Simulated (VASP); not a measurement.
The system is Na3TlC.

```
Na Tl C
1.0
     4.24592    0.00000    0.00000
     0.00000    4.24592    0.00000
     0.00000    0.00000    7.24714
Na Tl C
3 1 1
Direct
  0.50000 0.00000 0.96608
  0.00000 0.50000 0.96608
  0.00000 0.00000 0.29116
  0.00000 0.00000 0.66357
  0.50000 0.50000 0.68934
```

The cell was generated, and may not be a known phase.

| Property | Result |
| --- | --- |
| Program | VASP 6.6.1 |
| Task | relaxation of cell and atoms |
| Functional | PBE |
| Potentials or basis | VASP PAW PBE potentials, release 64 (Na_pv, Tl_d, C) |
| Cutoff | 600 eV |
| k mesh | 4 × 4 × 4 |
| Occupations | gaussian, width 0.1 eV |
| Spin | no spin polarisation |

At the start: pressure 0.7 GPa; volume 26.13 Å³/atom.

Q: How do energy, volume and symmetry change on relaxing?

A: Over 14 steps the energy falls by 154.2 meV/atom and the volume is 28.10 Å³/atom (+7.5 %); space group P4mm (No. 99, to 0.1 Å) before and after.

Step by step:
| step | energy change (eV) | largest force (eV/Å) | pressure (GPa) | volume (Å³) |
| --- | --- | --- | --- | --- |
| 1 | 0.0000 | 0.5521 | 0.70 | 130.65 |
| 2 | -0.2008 | 0.5492 | 0.18 | 132.69 |
| 3 | -0.5223 | 0.5507 | -0.52 | 137.61 |
| 4 | -0.5455 | 0.5601 | -0.56 | 138.76 |
| 5 | -0.6084 | 0.4985 | -0.18 | 135.93 |
| 6 | -0.6836 | 0.2863 | 1.37 | 127.60 |
| 7 | -0.7258 | 0.1642 | 1.03 | 130.14 |
| 8 | -0.7498 | 0.1458 | 0.70 | 133.83 |
| 9 | -0.7503 | 0.1637 | 0.68 | 134.31 |
| 10 | -0.7627 | 0.1182 | 0.20 | 137.58 |
| 11 | -0.7647 | 0.1224 | -0.10 | 139.75 |
| 12 | -0.7680 | 0.0950 | -0.06 | 140.00 |
| 13 | -0.7709 | 0.0442 | 0.03 | 140.46 |
| 14 | -0.7709 | 0.0378 | 0.05 | 140.51 |

Final structure:
```
Na Tl C
1.0
     3.95889    0.00000    0.00000
     0.00000    3.95889    0.00000
     0.00000    0.00000    8.96538
Na Tl C
3 1 1
Direct
  0.50000 0.00000 0.93562
  0.00000 0.50000 0.93562
  0.00000 0.00000 0.30157
  0.00000 0.00000 0.65100
  0.50000 0.50000 0.75243
```

Caveat: the k points lie up to 0.40 Å⁻¹ apart in the final cell, too coarse for converged energies and pressures of a metal; a cell axis changed by over 15 % at a fixed basis, so the end point is rough.
